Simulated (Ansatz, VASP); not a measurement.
# Two plane-wave programs on GaSb

The input INCAR:

```
ALGO     = Normal         # electronic algorithm
EDIFF    = 1E-6           # SCF threshold, eV
ENCUT    = 520            # plane-wave cutoff, eV
GGA      = PS             # functional
ISIF     = 2              # what is computed and relaxed
ISMEAR   = 0              # smearing method
LASPH    = T              # aspherical terms in the spheres
LCHARG   = F              # write CHGCAR
LREAL    = F              # projectors in reciprocal space
LWAVE    = F              # write WAVECAR
NBANDS   = 16             # bands
NELM     = 60             # most SCF steps
PREC     = Accurate       # precision mode
SIGMA    = 0.05           # smearing width, eV
```

The input KPOINTS:

```
k-points
0
Gamma
  10 10 10
```

POSCAR

```
GaSb
1.0
    0.0000000000      3.0959777849      3.0959777849
    3.0959777849      0.0000000000      3.0959777849
    3.0959777849      3.0959777849      0.0000000000
Ga Sb
1 1
Direct
    0.0000000000      0.0000000000      0.0000000000
    0.7500000000      0.7500000000      0.7500000000
```

Input for Ansatz:

```yaml
crystal:
  lattice:
    - [0.0, 3.0959777849, 3.0959777849]
    - [3.0959777849, 0.0, 3.0959777849]
    - [3.0959777849, 3.0959777849, 0.0]
  atoms:
    - { symbol: Ga, position: [0.0, 0.0, 0.0] }
    - { symbol: Sb, position: [0.75, 0.75, 0.75] }
basis:
  ecutwfc: 420
  ecutrho_ratio: 4
kpoints:
  mp_grid: { grid: [10, 10, 10] }
hamiltonian:
  xc: pbesol
scf:
  occupations: { method: gaussian, width: 0.05 }
output:
  forces: true
  stress: true
  eigenvalues: true
```

Alike in both runs: task single point; functional PBEsol; k mesh 10 × 10 × 10; occupations gaussian, width 0.05 eV; no spin polarisation.

|  | VASP | Ansatz |
| --- | --- | --- |
| version | VASP 6.6.1 | Ansatz 0.2.0 |
| potentials or method | VASP PAW PBE potentials, release 64 (Ga_d, Sb), cutoff 520 eV | scalar-relativistic, plane waves, PAW |
| valence electrons in the cell | 18 | 28 |

```csv
,VASP,Ansatz,Ansatz less VASP
pressure (GPa),-1.8,-1.8,-0.09
```

VASP's potentials were made for PBE, not for PBEsol. VASP's potentials hold 18 valence electrons a cell and Ansatz's 28, so a difference there can come from the potentials and not from the codes.

Spin-orbit coupling is off throughout.
